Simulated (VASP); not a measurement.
Here is a VASP 6.6.1 calculation.

File INCAR:

```
SYSTEM = KHfAs
PREC = Accurate
ENCUT = 600
EDIFF = 1E-7
ISMEAR = 0
SIGMA = 0.1
LREAL = .FALSE.
LASPH = .TRUE.
NELM = 60
ALGO = Fast
ISIF = 3
LWAVE = .FALSE.
LCHARG = .FALSE.
GGA = PE
IBRION = 2
NSW = 100
EDIFFG = -0.01
```

File KPOINTS:

```
Automatic mesh
0
G
  12 12 10
  0 0 0
```

The input POSCAR:

```
KHfAs
1.0
    4.4938717000      0.0000000000      0.0000000000
   -2.2469358500      3.8918070500      0.0000000000
    0.0000000000      0.0000000000      5.3632863100
K Hf As
1 1 1
Direct
    0.0000000000      0.0000000000      0.0000000000
    0.6666666700      0.3333333300      0.5000000000
    0.3333333300      0.6666666700      0.5000000000
```

Potentials or basis: VASP PAW PBE potentials, release 64 (K_sv, Hf_pv, As).

Run with:

```sh
$ cat potpaw_PBE.64/K_sv/POTCAR potpaw_PBE.64/Hf_pv/POTCAR potpaw_PBE.64/As/POTCAR > POTCAR
$ mpirun -np 1 vasp_std > vasp.out
```

(1) Estimate the relaxed volume.

(2) What does it give for the space group after relaxing (to 0.1 Å)?

(3) What does it give for the band gap on the k mesh?

(4) What does it give for the relaxed cell?

Results:

(1) 34.45 Å³/atom.

(2) P-6m2 (No. 187).

(3) zero (bands 12 and 13 overlap by 0.40 eV).

(4) a = 4.518 Å, b = 4.518 Å, c = 5.845 Å, α = 90.00°, β = 90.00°, γ = 120.00°.

Caveat: spin-orbit coupling is left out, which moves the levels of the heavy elements.
